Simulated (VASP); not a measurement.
A run of VASP 6.6.1 is set up as follows.

Contents of INCAR:

```
SYSTEM = PbS
ALGO = Normal
EDIFF = 1E-7
ENCUT = 520
GGA = PE
ISIF = 2
ISMEAR = -1
LASPH = .TRUE.
LCHARG = .FALSE.
LREAL = .FALSE.
LWAVE = .FALSE.
NBANDS = 28
NELM = 100
PREC = Accurate
SIGMA = 0.05
```

File KPOINTS:

```
k-points
0
G
  10 10 5
  0 0 0
```

File POSCAR:

```
PbS
1.0
    4.1691829987      0.0000000000      0.0000000000
   -2.0845914993      3.6106183899      0.0000000000
    0.0000000000      0.0000000000      5.0521104356
Pb S
2 2
Direct
    0.3333333333      0.6666666667     -0.0620011179
    0.6666666667      0.3333333333      0.4379988821
    0.3333333333      0.6666666667      0.4380011179
    0.6666666667      0.3333333333      0.9380011179
```

Potentials or basis: VASP PAW PBE potentials, release 64 (Pb_d, S).

The run is started by

```sh
$ cat potpaw_PBE.64/Pb_d/POTCAR potpaw_PBE.64/S/POTCAR > POTCAR
$ mpirun -np 1 vasp_std > vasp.out
```

(1) Predict the band gap on the k mesh.

(2) Estimate the pressure.

Results:

(1) zero (band 20 reaches 11.11 eV, above the bottom of band 21 at 10.89 eV).

(2) 67.8 GPa.

Caveat: spin-orbit coupling is left out, which moves the levels of the heavy elements.
